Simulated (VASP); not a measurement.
Crystal: Mo2Se2S.

```
Mo Se S
1.0
     4.49068    0.00000    0.00000
    -2.24534    3.88904    0.00000
     0.00000    0.00000    7.24454
Mo Se S
2 2 1
Direct
  0.33333 0.66667 0.00000
  0.66667 0.33333 0.00000
  0.00000 0.00000 0.78385
  0.00000 0.00000 0.21615
  0.00000 0.00000 0.50000
```

The cell was built from a structure type or drawn by symmetry, and may not be a known phase.

| Property | Result |
| --- | --- |
| Program | VASP 6.6.1 |
| Task | relaxation of cell and atoms |
| Functional | PBE |
| Potentials or basis | VASP PAW PBE potentials, release 64 (Mo_sv, Se, S) |
| Cutoff | 500 eV |
| k mesh | 3 × 3 × 2 |
| Occupations | gaussian, width 0.15 eV |
| Spin | collinear spin |
| Starting moments | [1.0, 1.0, 0.0, 0.0, 0.0] μB |

At the start: pressure 1.3 GPa; volume 25.30 Å³/atom.

Problem. Where does the relaxation end?

Solution. Over 9 steps the energy falls by 305.0 meV/atom and the volume is 24.91 Å³/atom (-1.6 %); space group P6/mmm (No. 191, to 0.1 Å) before and after; moment 0.00 μB per cell.

The path:
```csv
step,energy change (eV),largest force (eV/Å),pressure (GPa),volume (Å³)
1,0.0000,4.6819,1.28,126.52
2,-0.9086,1.5756,1.04,127.87
3,-1.4583,0.4176,-2.50,127.82
4,-1.4583,0.3686,-2.52,127.81
5,-1.4809,0.5067,2.33,121.24
6,-1.4987,0.4432,0.28,123.79
7,-1.5126,0.2623,0.27,123.76
8,-1.5212,0.0475,0.28,123.71
9,-1.5248,0.0107,-0.26,124.54
```

Final structure:
```xyz
5
Lattice="4.2401 0.0000 0.0000 -2.1200 3.6720 0.0000 0.0000 0.0000 7.9985" Properties=species:S:1:pos:R:3 pbc="T T T"
Mo    0.0000    2.4480    0.0000
Mo    2.1200    1.2240    0.0000
Se   -2.1200    3.6720    6.3533
Se    0.0000    0.0000    1.6452
S    -2.1200    3.6720    3.9993
```

Caveat: the k points lie up to 0.57 Å⁻¹ apart in the final cell, too coarse for converged energies and pressures of a metal.
